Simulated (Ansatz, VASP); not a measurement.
**One calculation of Bi2Te3, two programs**

File INCAR:

```
ALGO = Normal
EDIFF = 1E-8
ENCUT = 520
GGA = PE
ISIF = 2
ISMEAR = -1
LASPH = True
LCHARG = False
LEFG = True
LREAL = False
LWAVE = False
NBANDS = 32
NELM = 80
PREC = Accurate
SIGMA = 0.08
```

Contents of KPOINTS:

```
k-points
0
Gamma
  7 7 7
```

The input POSCAR:

```
Bi2Te3
1.0
    2.1782819904      1.2576316935     10.0974419711
   -2.1782819904      1.2576316935     10.0974419711
    0.0000000000     -2.5152633870     10.0974419711
Bi Te
2 3
Direct
    0.4000000000      0.4000000000      0.4000000000
    0.6000000000      0.6000000000      0.6000000000
    0.0000000000      0.0000000000      0.0000000000
    0.2095000000      0.2095000000      0.2095000000
    0.7905000000      0.7905000000      0.7905000000
```

Input for Ansatz:

```yaml
crystal:
  lattice:
    - [2.1782819904, 1.2576316935, 10.0974419711]
    - [-2.1782819904, 1.2576316935, 10.0974419711]
    - [0.0, -2.515263387, 10.0974419711]
  atoms:
    - { symbol: Bi, position: [0.4, 0.4, 0.4] }
    - { symbol: Bi, position: [0.6, 0.6, 0.6] }
    - { symbol: Te, position: [0.0, 0.0, 0.0] }
    - { symbol: Te, position: [0.2095, 0.2095, 0.2095] }
    - { symbol: Te, position: [0.7905, 0.7905, 0.7905] }
kpoints:
  mp_grid: { grid: [7, 7, 7] }
scf:
  occupations: { method: fermi_dirac, width: 0.08 }
hamiltonian:
  xc: pbe
  pseudopotentials: { kind: all_electron, datasets: crystal }
output:
  forces: true
  stress: true
  eigenvalues: true
  efg: { contact_densities: true }
```

Change from the starting cell: volume scaled by 0.98, crystal datasets.

Alike in both runs: task electric field gradients; functional PBE; k mesh 7 × 7 × 7; occupations fermi-dirac, width 0.08 eV; no spin polarisation.

```csv
,VASP,Ansatz
version,VASP 6.6.1,Ansatz 0.2.0
potentials or method,"VASP PAW PBE potentials, release 64 (Bi_d, Te), cutoff 520 eV","all-electron PAW with datasets made for the crystal, scalar-relativistic"
```

```tsv
	VASP	Ansatz	Ansatz less VASP
pressure (GPa)	3.1	3.1	+0.03
traceless stress, the component that is largest in VASP (GPa)	-0.08	-0.09	-0.001
rms of the force components (eV/Å)	0.038	0.033	-0.0049
size of Vzz on the site where it differs most (V/Å²)	94.1	98.5	+4.44
```

Atom by atom the forces differ by 0.005 eV/Å (rms over components). Ansatz ran all-electron here, and VASP with PAW potentials.

Neither program's run includes spin-orbit coupling.
